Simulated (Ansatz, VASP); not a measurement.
One calculation of Ru, two programs

File POSCAR:

```
Ru
1.0
    1.5001501721     -4.7587845338      0.0000000000
    1.5001501721      4.7587845338      0.0000000000
    0.0000000000      0.0000000000      3.9701859539
Ru
4
Direct
    0.0980000000      0.9020000000      0.9100000000
    0.5980000000      0.4020000000      0.5900000000
    0.9020000000      0.0980000000      0.0900000000
    0.4020000000      0.5980000000      0.4100000000
```

INCAR.step1

```
SYSTEM = Ru
ALGO     = Normal         ! electronic algorithm
EDIFF    = 1E-4           ! SCF threshold, eV
ENCUT    = 600            ! plane-wave cutoff, eV
GGA      = PE             ! functional
ISMEAR   = 0              ! smearing method
LASPH    = .True.         ! aspherical terms in the spheres
LCHARG   = .False.        ! write CHGCAR
LREAL    = .False.        ! projectors in reciprocal space
LWAVE    = .True.         ! write WAVECAR
NELM     = 100            ! most SCF steps
PREC     = Accurate       ! precision mode
SIGMA    = 0.1            ! smearing width, eV
```

INCAR.step2

```
SYSTEM = Ru
ALGO     = Normal         ! electronic algorithm
EDIFF    = 1E-7           ! SCF threshold, eV
EDIFFG   = -0.04          ! ionic threshold
ENCUT    = 600            ! plane-wave cutoff, eV
IBRION   = 2              ! ionic algorithm
ISIF     = 3              ! what is computed and relaxed
ISMEAR   = 0              ! smearing method
ISTART   = 1            
LASPH    = .True.         ! aspherical terms in the spheres
LCHARG   = .False.        ! write CHGCAR
LMIXTAU  = .True.       
LREAL    = .False.        ! projectors in reciprocal space
LWAVE    = .False.        ! write WAVECAR
METAGGA  = R2SCAN         ! meta-GGA
NELM     = 100            ! most SCF steps
NSW      = 90             ! ionic steps
PREC     = Accurate       ! precision mode
SIGMA    = 0.1            ! smearing width, eV
```

The input KPOINTS:

```
k-points
0
Gamma
  6 6 4
  0 0 0
```

Input for Ansatz:

```yaml
crystal:
  lattice:
    - [1.5001501721, -4.7587845338, 0.0]
    - [1.5001501721, 4.7587845338, 0.0]
    - [0.0, 0.0, 3.9701859539]
  atoms:
    - { symbol: Ru, position: [0.098, 0.902, 0.91] }
    - { symbol: Ru, position: [0.598, 0.402, 0.59] }
    - { symbol: Ru, position: [0.902, 0.098, 0.09] }
    - { symbol: Ru, position: [0.402, 0.598, 0.41] }
basis:
  ecutwfc: 500
kpoints:
  mp_grid: { grid: [6, 6, 4] }
hamiltonian:
  xc: r2scan
scf:
  occupations: { method: gaussian, width: 0.1 }
  lower_state_search: "off"
output:
  forces: true
  stress: true
  eigenvalues: true
relax:
  adjacent_minimum: "off"
  f_tol: 0.04
  max_steps: 70
  cell: { stress_tol: 0.4 }
```

Alike in both runs: task relaxation of cell and atoms; functional r2SCAN; k mesh 6 × 6 × 4; occupations gaussian, width 0.1 eV; no spin polarisation.

```csv
,VASP,Ansatz
version,VASP 6.6.1,Ansatz 0.2.0
potentials or method,"VASP PAW PBE potentials, release 64 (Ru_pv), cutoff 600 eV","scalar-relativistic, plane waves, PAW"
valence electrons in the cell,56,64
```

|  | VASP | Ansatz | Ansatz less VASP |
| --- | --- | --- | --- |
| gap on the k mesh at the Fermi level, each at its own relaxed structure (eV) | none | none | - |
| relaxed volume (Å³/atom) | 14.56 | 14.52 | -0.038 |
| relaxed length of the cell vector where the two differ most in proportion (Å) | 4.802 | 4.793 | -0.0087 |

VASP's potentials were made for PBE, not for r2SCAN. A gap of «none» marks a metal or a gap that the smearing closes. VASP's potentials hold 56 valence electrons a cell and Ansatz's 64, so a difference there can come from the potentials and not from the codes.

The k mesh is coarse, so the values compare programs but aren't converged.
